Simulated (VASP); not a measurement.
A run of VASP 6.6.1 is set up as follows.

INCAR

```
SYSTEM = ZnAu
  PREC = Accurate
  ENCUT = 520
  EDIFF = 1E-8
  ISMEAR = -1
  SIGMA = 0.05
  LREAL = .False.
  LASPH = .True.
  NELM = 80
  ALGO = Normal
  ISIF = 2
  LWAVE = .False.
  LCHARG = .False.
  GGA = PS
  LEFG = .True.
  NBANDS = 18
```

Contents of KPOINTS:

```
regular mesh
0
Gamma
  13 13 13
  0 0 0
```

File POSCAR:

```
ZnAu
1.0
    3.1470000000      0.0000000000      0.0000000000
    0.0000000000      3.1470000000      0.0000000000
    0.0000000000      0.0000000000      3.2099400000
Zn Au
1 1
Direct
    0.5000000000      0.5000000000      0.5000000000
    0.0000000000      0.0000000000      0.0000000000
```

Potentials or basis: VASP PAW PBE potentials, release 64 (Zn, Au).

The run is started by

```sh
$ cat potpaw_PBE.64/Zn/POTCAR potpaw_PBE.64/Au/POTCAR > POTCAR
$ mpirun -np 1 vasp_std > vasp.out
```

**Question.** What does it give for the pressure?

**Answer.** -4.7 GPa.

**Question.** Estimate the band gap on the k mesh.

**Answer.** Zero (an odd number of electrons rules out a gap without spin polarisation).

Electric field gradients, principal values (V/Å²):
| atom | least | middle | greatest (by size) |
| --- | --- | --- | --- |
| 1 Zn | 0.171 | 0.171 | -0.341 |
| 2 Au | -2.489 | -2.489 | 4.977 |

Caveat: the cell differs from its parent crystal (zz strain of +2 %); the cell stands under tension; without QUAD_EFG the Cq values of the log hold for a quadrupole moment of 1 mb, not for the nuclei; the PAW data sets were made with another functional, which shifts forces and pressure a little; spin-orbit coupling is left out, which moves the levels of the heavy elements.
